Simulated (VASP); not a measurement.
A run of VASP 6.6.1 is set up as follows.

Contents of INCAR:

```
SYSTEM = CdTe
PREC = Accurate ; ENCUT = 520
EDIFF = 1E-7 ; ISMEAR = -1
SIGMA = 0.02 ; LREAL = .False.
LASPH = .True. ; NELM = 80
ALGO = Normal ; ISIF = 2
LWAVE = .False. ; LCHARG = .False.
GGA = PE ; NBANDS = 16
```

The input KPOINTS:

```
regular mesh
0
Gamma
  6 6 6
  0 0 0
```

The input POSCAR:

```
CdTe
1.0
    0.0000000000      3.0886830026      3.5230891775
    3.0886830026      0.0000000000      3.5230891775
    3.0886830026      3.0886830026      0.0000000000
Cd Te
1 1
Direct
    0.0000000000      0.0000000000      0.0000000000
    0.2500000000      0.2500000000      0.2500000000
```

Potentials or basis: VASP PAW PBE potentials, release 64 (Cd, Te).

The run is started by

```sh
$ cat potpaw_PBE.64/Cd/POTCAR potpaw_PBE.64/Te/POTCAR > POTCAR
$ mpirun -np 1 vasp_std > vasp.out
```

(1) Estimate the band gap on the k mesh.

(2) Predict the pressure.

Answers

(1) 0.55 eV.

(2) 3.0 GPa.

Caveat: the cell differs from its parent crystal (epitaxial xy strain -5.8%); the cell stands under pressure; spin-orbit coupling is left out, which moves the levels of the heavy elements.
